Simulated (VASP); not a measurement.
# SrCl (Fm-3m) in VASP: further runs, part 2 of 2

VASP 6.6.1. The steps go on from the part before.

### Step 4. Relaxation of cell and atoms, PBEsol

The input, INCAR:

```
SYSTEM = SrCl
PREC = Accurate
ENCUT = 600
EDIFF = 1E-7
ISMEAR = 0
SIGMA = 0.1
LREAL = .False.
LASPH = .True.
NELM = 80
ALGO = Normal
ISIF = 3
LWAVE = .False.
LCHARG = .False.
GGA = PS
IBRION = 2
NSW = 80
EDIFFG = -0.05
```

The input, KPOINTS:

```
regular mesh
0
Gamma
  6 6 6
  0 0 0
```

The input, POSCAR:

```
SrCl
1.0
    0.0000000000      2.7428336831      2.7428336831
    2.7428336831      0.0000000000      2.7428336831
    2.7428336831      2.7428336831      0.0000000000
Sr Cl
1 1
Direct
    0.5000000000      0.5000000000      0.5000000000
    0.0000000000      0.0000000000      0.0000000000
```

Potentials or basis: VASP PAW PBE potentials, release 64 (Sr_sv, Cl).

Launch:

```bash
> cat potpaw_PBE.64/Sr_sv/POTCAR potpaw_PBE.64/Cl/POTCAR > POTCAR
> mpirun -np 1 vasp_std > vasp.out
```

OUTCAR:

```text
SYSTEM = SrCl
   PREC = Accurate
   ENCUT = 600
   EDIFF = 1E-7
   ISMEAR = 0
   LREAL = .False.
   LASPH = .True.
   NELM = 80
   ISIF = 3
   GGA = PS
   IBRION = 2
   NSW = 80
   EDIFFG = -0.05

 ion  position               nearest neighbor table
   1  0.500  0.500  0.500-   2 2.74   2 2.74   2 2.74   2 2.74   2 2.74   2 2.74
   2  0.000  0.000  0.000-   1 2.74   1 2.74   1 2.74   1 2.74   1 2.74   1 2.74

  LATTYP: Found a face centered cubic cell.
 ALAT       =     5.4856673662

  Lattice vectors:

 A1 = (   0.0000000000,   2.7428336831,   2.7428336831)
 A2 = (   2.7428336831,   0.0000000000,   2.7428336831)
 A3 = (   2.7428336831,   2.7428336831,   0.0000000000)

Analysis of symmetry for initial positions (statically):
=====================================================================
 Subroutine PRICEL returns:
 Original cell was already a primitive cell.

 Routine SETGRP: Setting up the symmetry group for a
 face centered cubic supercell.

 Subroutine GETGRP returns: Found 48 space group operations
 (whereof 48 operations were pure point group operations)
 out of a pool of 48 trial point group operations.

The static configuration has the point symmetry O_h .

Analysis of symmetry for dynamics (positions and initial velocities):
=====================================================================
 Subroutine PRICEL returns:
 Original cell was already a primitive cell.

 Routine SETGRP: Setting up the symmetry group for a
 face centered cubic supercell.

 Subroutine GETGRP returns: Found 48 space group operations
 (whereof 48 operations were pure point group operations)
 out of a pool of 48 trial point group operations.

The dynamic configuration has the point symmetry O_h .

 Subroutine INISYM returns: Found 48 space group operations
 (whereof 48 operations are pure point group operations),
 and found     1 'primitive' translations

----------------------------------------------------------------------------------------

                                     Primitive cell

  volume of cell :      41.2694

  direct lattice vectors                    reciprocal lattice vectors
     0.000000000  2.742833683  2.742833683    -0.182293226  0.182293226  0.182293226
     2.742833683  0.000000000  2.742833683     0.182293226 -0.182293226  0.182293226
     2.742833683  2.742833683  0.000000000     0.182293226  0.182293226 -0.182293226

  length of vectors
     3.878952594  3.878952594  3.878952594     0.315741129  0.315741129  0.315741129

  position of ions in fractional coordinates (direct lattice)
     0.500000000  0.500000000  0.500000000
     0.000000000  0.000000000  0.000000000

  ion indices of the primitive-cell ions
   primitive index   ion index
                 1           1
                 2           2

----------------------------------------------------------------------------------------

 KPOINTS: regular mesh

Automatic generation of k-mesh.
 Grid dimensions read from file:
 generate k-points for:    6    6    6

 Generating k-lattice:

  Cartesian coordinates                     Fractional coordinates (reciprocal lattice)
    -0.030382204  0.030382204  0.030382204     0.166666667  0.000000000  0.000000000
     0.030382204 -0.030382204  0.030382204     0.000000000  0.166666667  0.000000000
     0.030382204  0.030382204 -0.030382204     0.000000000  0.000000000  0.166666667

  Length of vectors
     0.052623522  0.052623522  0.052623522

  Shift w.r.t. Gamma in fractional coordinates (k-lattice)
     0.000000000  0.000000000  0.000000000

 Subroutine IBZKPT returns following result:
 ===========================================

 Found     16 irreducible k-points:

 Following reciprocal coordinates:
            Coordinates               Weight
  0.000000  0.000000  0.000000      1.000000
  0.166667  0.000000  0.000000      8.000000
  0.333333  0.000000  0.000000      8.000000
  0.500000  0.000000  0.000000      4.000000
  0.166667  0.166667  0.000000      6.000000
  0.333333  0.166667  0.000000     24.000000
[... 8 lines left out ...]
 -0.333333  0.333333  0.166667     24.000000
 -0.333333  0.500000  0.166667     12.000000
   k-points           NKPTS =     16   k-points in BZ     NKDIM =     16   number of bands    NBANDS=     12
   number of dos      NEDOS =    301   number of ions     NIONS =      2
   total plane-waves  NPLWV =  32768
   dimension x,y,z NGX =    32 NGY =   32 NGZ =   32
   dimension x,y,z NGXF=    64 NGYF=   64 NGZF=   64
   ions per type =               1   1
   NGX,Y,Z   is equivalent  to a cutoff of  13.71, 13.71, 13.71 a.u.
   NGXF,Y,Z  is equivalent  to a cutoff of  27.43, 27.43, 27.43 a.u.
 SYSTEM =  SrCl
   PREC   = accura    normal or accurate (medium, high low for compatibility)
   ISTART =      0    job   : 0-new  1-cont  2-samecut
   ICHARG =      2    charge: 1-file 2-atom 10-const
   ISPIN  =      1    spin polarized calculation?
   LNONCOLLINEAR =      F non collinear calculations
   LSORBIT =      F    spin-orbit coupling
   LASPH  =      T    aspherical Exc in radial PAW
   ENCUT  =  600.0 eV  44.10 Ry    6.64 a.u.   7.75  7.75  7.75*2*pi/ulx,y,z
   NELM   =     80;   NELMIN=  2; NELMDL= -5     # of ELM steps
   EDIFF  = 0.1E-06   stopping-criterion for ELM
   LREAL  =      F    real-space projection
   EDIFFG = -.5E-01   stopping-criterion for IOM
   NSW    =     80    number of steps for IOM
   IBRION =      2    ionic relax: 0-MD 1-quasi-New 2-CG
   NFREE  =      1    steps in history (QN), initial steepest desc. (CG)
   ISIF   =      3    stress and relaxation
   ISYM   =      2    0-nonsym 1-usesym 2-fastsym
   POTIM  = 0.5000    time-step for ionic-motion
   TEBEG  =    0.0;   TEEND  =   0.0 temperature during run
   PSTRESS=    0.0 pullay stress
   NELECT =      17.0000    total number of electrons
   NUPDOWN=      -1.0000    fix difference up-down
   EMIN   =  10.00;   EMAX   =-10.00  energy-range for DOS
   EFERMI =   0.00;   METHOD = LEGACY
   ISMEAR =     0;   SIGMA  =   0.10  broadening in eV -4-tet -1-fermi 0-gaus
   EFERMI_NEDOS =   21; number of points for ismear=-14 and -15
   IALGO  =     38    algorithm
   IMIX   =      4    mixing-type and parameters
     AMIX     =   0.40;   BMIX     =  1.00
     AMIX_MAG =   1.60;   BMIX_MAG =  1.00
  volume/ion in A,a.u.               =      20.63       139.25
  Fermi-wavevector in a.u.,A,eV,Ry     =   1.218096  2.301868 20.187765  1.483759
  Thomas-Fermi vector in A             =   2.353394
   LORBIT       =      0    0 simple, 1 ext, 2 COOP (PROOUT), +10 PAW based schemes
   GGA     = PS    functional components
   LHFCALC =     F    Hartree Fock is set to
   AEXX    =    0.0000 exact exchange contribution
   IVDW    =     0    specifies the selected vdW correction
   LEPSILON=     F    determine dielectric tensor
   LRPA    =     F    only Hartree local field effects (RPA)
 conjugate gradient relaxation of ions
 non-spin polarized calculation
 Gauss-broadening in eV      SIGMA  =   0.10
  energy-cutoff  :      600.00
  volume of cell :       41.27
 maximum number of plane-waves:      1411
   NGX = 15   NGY = 15   NGZ = 15

--------------------------------------- Ionic step        1  -------------------------------------------

 number of electron      17.0000000 magnetization

 Free energy of the ion-electron system (eV)
  ---------------------------------------------------
  ext. energy  EPLUGINS =         0.00000000
  ---------------------------------------------------
  free energy    TOTEN  =        -6.69800773 eV

  energy without entropy =       -6.69159806  energy(sigma->0) =       -6.69480290

 E-fermi :   7.6408     XC(G=0): -10.4783

 val. band max:        7.1437277224   @ k =   0.0000   0.0000   0.0000
 cond. band min:       7.6696668721   @ k =  -0.1667   0.1667   0.0000
 fundamental gap:      0.5259391498
 Fermi energy:         7.6408371942

 k-point     1 :       0.0000    0.0000    0.0000
  band No.  band energies     occupation
      1     -28.8385      2.00000
      2     -11.8739      2.00000
      3     -10.8234      2.00000
      4     -10.8234      2.00000
      5     -10.8234      2.00000
      6       0.9036      2.00000
      7       0.9036      2.00000
      8       0.9036      2.00000
      9       7.1437      2.00000
     10       7.7855      0.04074
     11       7.7855      0.04074
     12       7.7855      0.04074
[... 539 lines left out ...]
  energy  without entropy=       -7.0743223200  energy(sigma->0) =       -7.07722289

--------------------------------------- Ionic step        3  -------------------------------------------

 number of electron      17.0000001 magnetization

 Free energy of the ion-electron system (eV)
  ---------------------------------------------------
  ext. energy  EPLUGINS =         0.00000000
  ---------------------------------------------------
  free energy    TOTEN  =        -7.08268059 eV

  energy without entropy =       -7.07683269  energy(sigma->0) =       -7.07975664

 E-fermi :   5.6970     XC(G=0):  -9.4477

 val. band max:        5.6507679876   @ k =   0.1667   0.1667   0.0000
 cond. band min:       6.0923031355   @ k =  -0.1667   0.1667   0.0000
 fundamental gap:      0.4415351479
 Fermi energy:         5.6969501219

 k-point     1 :       0.0000    0.0000    0.0000
  band No.  band energies     occupation
      1     -30.9665      2.00000
      2     -12.9621      2.00000
      3     -12.9621      2.00000
      4     -12.9621      2.00000
      5     -12.9435      2.00000
      6      -0.5933      2.00000
      7      -0.5933      2.00000
      8      -0.5933      2.00000
      9       4.3938      2.00000
     10       6.4072      0.00000
     11       6.4072      0.00000
     12       6.4072      0.00000
[... 252 lines left out ...]
  FREE ENERGIE OF THE ION-ELECTRON SYSTEM (eV)
  ---------------------------------------------------
  free  energy   TOTEN  =        -7.0826805856 eV

  energy  without entropy=       -7.0768326908  energy(sigma->0) =       -7.07975664

 reached required accuracy - stopping structural energy minimisation
```

OSZICAR:

```text
N       E                     dE             d eps       ncg     rms          rms(c)
DAV:   1     0.860348966965E+02    0.86035E+02   -0.85945E+03   384   0.138E+03
DAV:   2    -0.291876078933E+01   -0.88954E+02   -0.84902E+02   552   0.260E+02
DAV:   3    -0.665398333854E+01   -0.37352E+01   -0.35295E+01   516   0.480E+01
[... 30 lines left out ...]
DAV:   6    -0.708268042181E+01   -0.36614E-05   -0.38013E-05   440   0.582E-02    0.160E-02
DAV:   7    -0.708268021831E+01    0.20351E-06   -0.38186E-06   592   0.161E-02    0.513E-03
DAV:   8    -0.708268073730E+01   -0.51899E-06   -0.13085E-07   320   0.444E-03    0.199E-03
DAV:   9    -0.708268061432E+01    0.12298E-06   -0.24641E-08   260   0.144E-03    0.819E-04
DAV:  10    -0.708268058558E+01    0.28735E-07   -0.44301E-08   260   0.122E-03
   3 F= -.70826806E+01 E0= -.70797566E+01  d E =-.384673E+00
```

CONTCAR:

```text
SrCl
   1.00000000000000
     0.0000000000000000    2.9591342777655054    2.9591342777655054
     2.9591342777655054   -0.0000000000000000    2.9591342777655054
     2.9591342777655054    2.9591342777655054   -0.0000000000000000
  Sr              Cl
     1     1
Direct
     0.5000000000000000    0.5000000000000000    0.5000000000000000
     0.0000000000000000    0.0000000000000000    0.0000000000000000

  0.00000000E+00  0.00000000E+00  0.00000000E+00
  0.00000000E+00  0.00000000E+00  0.00000000E+00
```

Run time: 22 s. Hardware: 1 thread of Intel Xeon Platinum 8488C (Sapphire Rapids), shared host; peak memory 0.18 GiB.

What came out:

- Free energy: -7.0827 eV
- Relaxed volume: 25.91 Å³/atom
- Relaxed cell: a = 4.185 Å, b = 4.185 Å, c = 4.185 Å, α = 60.00°, β = 60.00°, γ = 60.00°
- Space group after relaxing (to 0.1 Å): Fm-3m (No. 225)
- Energy gained by relaxing: 192.3 meV/atom
- Ionic steps: 3
- Pressure after relaxing: 0.2 GPa
- Band gap on the k mesh: zero (an odd number of electrons rules out a gap without spin polarisation)

Step by step:
| step | energy change (eV) | largest force (eV/Å) | pressure (GPa) | volume (Å³) |
| --- | --- | --- | --- | --- |
| 1 | 0.0000 | 0.0000 | 14.13 | 41.27 |
| 2 | -0.3821 | 0.0000 | -0.81 | 53.12 |
| 3 | -0.3847 | 0.0000 | 0.21 | 51.82 |

Final structure:
```
CELL_PARAMETERS angstrom
0.00000 2.95913 2.95913
2.95913 0.00000 2.95913
2.95913 2.95913 0.00000
ATOMIC_POSITIONS crystal
Sr 0.50000 0.50000 0.50000
Cl 0.00000 0.00000 0.00000
```

Caveat: the volume moved by over 15 % at a fixed basis, so the end points are rough; the PAW data sets were made with another functional, which shifts forces and pressure a little; an odd number of electrons without spin polarisation forces a metal; a magnetic or distorted state may lie lower. Zero-point motion and thermal expansion aren't in these numbers.

### Step 5. Overview

| task | cell | cutoff (eV) | gap on the mesh (eV) | pressure (GPa) |
| --- | --- | --- | --- | --- |
| single point | a = 3.879 Å, angles 60.0°, 2 atoms | 520 | none | 14.1 |
| single point | a = 4.196 Å, angles 60.0°, 2 atoms | 520 | none | -0.1 |
| relaxation of cell and atoms | relaxed from a = 3.879 Å, angles 60.0°, 2 atoms | 600 | none | 0.2 |

Alike in all rows: level PBEsol; potentials or basis VASP PAW PBE potentials, release 64 (Sr_sv, Cl); no spin polarisation; k mesh 6 × 6 × 6; smearing gaussian 0.1 eV.

Caveats: the PAW data sets were made with another functional, which shifts forces and pressure a little; an odd number of electrons without spin polarisation forces a metal; a magnetic or distorted state may lie lower; the cell stands under pressure (at least some runs); the volume moved by over 15 % at a fixed basis, so the end points are rough (at least some runs).

Total energies depend on the potentials used, so only differences within one code and one set of settings carry meaning.
